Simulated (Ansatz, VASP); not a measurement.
**Two plane-wave programs on MgO2**

```
Mg O
1.0
     4.88876    0.00000    0.00000
     0.00000    4.88876    0.00000
     0.00000    0.00000    4.88876
Mg O
4 8
Cartesian
  0.0000 2.4444 2.4444
  2.4444 2.4444 0.0000
  2.4444 0.0000 2.4444
  0.0000 0.0000 0.0000
  2.0124 0.4320 4.4568
  0.4320 4.4568 2.0124
  4.4568 2.0124 0.4320
  2.8764 2.8764 2.8764
  2.0124 2.0124 2.0124
  0.4320 2.8764 4.4568
  4.4568 0.4320 2.8764
  2.8764 4.4568 0.4320
```

Alike in both runs: task relaxation of the atoms; functional PBEsol; k mesh 6 × 6 × 6; occupations gaussian, width 0.02 eV; no spin polarisation.

```csv
,VASP,Ansatz
version,VASP 6.6.1,Ansatz 0.2.0
potentials or method,"VASP PAW PBE potentials, release 64 (Mg, O), cutoff 520 eV","scalar-relativistic, plane waves, PAW"
valence electrons in the cell,56,88
```

VASP gave:

```
gap on the k mesh at the Fermi level, each at its own relaxed structure (eV) : 3.79
```

Which values does Ansatz return?

gap on the k mesh at the Fermi level, each at its own relaxed structure (eV): 3.88.

VASP's potentials were made for PBE, not for PBEsol. VASP's potentials hold 56 valence electrons a cell and Ansatz's 88, so a difference there can come from the potentials and not from the codes. Ansatz's warnings: stress scf threshold loose.
